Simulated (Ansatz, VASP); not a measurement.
Two plane-wave programs on CaO

```
Ca O
1.0
     0.00000    2.35370    2.35370
     2.35370    0.00000    2.35370
     2.35370    2.35370    0.00000
Ca O
1 1
Cartesian
  0.0000 0.0000 0.0000
  2.3537 2.3537 2.3537
```

Alike in both runs: functional LDA; k mesh 8 × 8 × 8; occupations gaussian, width 0.02 eV; no spin polarisation.

Ansatz relaxed the structure, and its values are those at the end. VASP's run is a single point on that final structure, the one shown.

|  | VASP | Ansatz |
| --- | --- | --- |
| version | VASP 6.6.1 | Ansatz 0.2.0 |
| potentials or method | VASP PAW LDA potentials, release 64 (Ca_sv, O_h), cutoff 910 eV | scalar-relativistic, plane waves, PAW |
| valence electrons in the cell | 16 | 16 |

```csv
,VASP,Ansatz,Ansatz less VASP
gap on the k mesh at the Fermi level (eV),3.42,3.45,+0.026
least direct gap on the mesh (eV),3.78,3.81,+0.027
```

Ansatz warns that its potentials were made for another functional, while VASP's fit it. LDA's correlation is that of Perdew and Zunger in VASP and of Perdew and Wang (1992) in Ansatz.

Noted on VASP's run: the cutoff is short for stress, so the pressure is rough.
